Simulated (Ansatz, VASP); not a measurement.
Two plane-wave programs on YbGa2Rh2

```
CELL_PARAMETERS angstrom
0.00000 4.13673 0.00000
4.13673 0.00000 0.00000
2.06837 2.06837 -4.86014
ATOMIC_POSITIONS crystal
Yb 0.00000 0.00000 0.00000
Ga 0.37500 0.37500 0.25000
Ga 0.62500 0.62500 0.75000
Rh 0.75000 0.25000 0.50000
Rh 0.25000 0.75000 0.50000
```

Alike in both runs: task single point; functional r2SCAN; k mesh 6 × 6 × 6; no spin polarisation.

|  | VASP | Ansatz |
| --- | --- | --- |
| version | VASP 6.6.1 | Ansatz 0.2.0 |
| potentials or method | VASP PAW PBE potentials, release 64 (Yb, Ga_d, Rh_pv), cutoff 520 eV | PAW plane waves |
| occupations | fermi-dirac, width 0.1 eV | fermi-dirac |
| valence electrons in the cell | 80 | 84 |

|  | VASP | Ansatz | Ansatz less VASP |
| --- | --- | --- | --- |
| pressure (GPa) | 9.2 | 8.9 | -0.30 |
| traceless stress, the component that is largest in VASP (GPa) | -0.40 | -0.34 | +0.061 |
| rms of the force components (eV/Å) | 0.043 | 0.030 | -0.0128 |

VASP's potentials were made for PBE, not for r2SCAN. Atom by atom the forces differ by 0.013 eV/Å (rms over components). VASP's potentials hold 80 valence electrons a cell and Ansatz's 84, so a difference there can come from the potentials and not from the codes.

Spin-orbit coupling is off throughout.
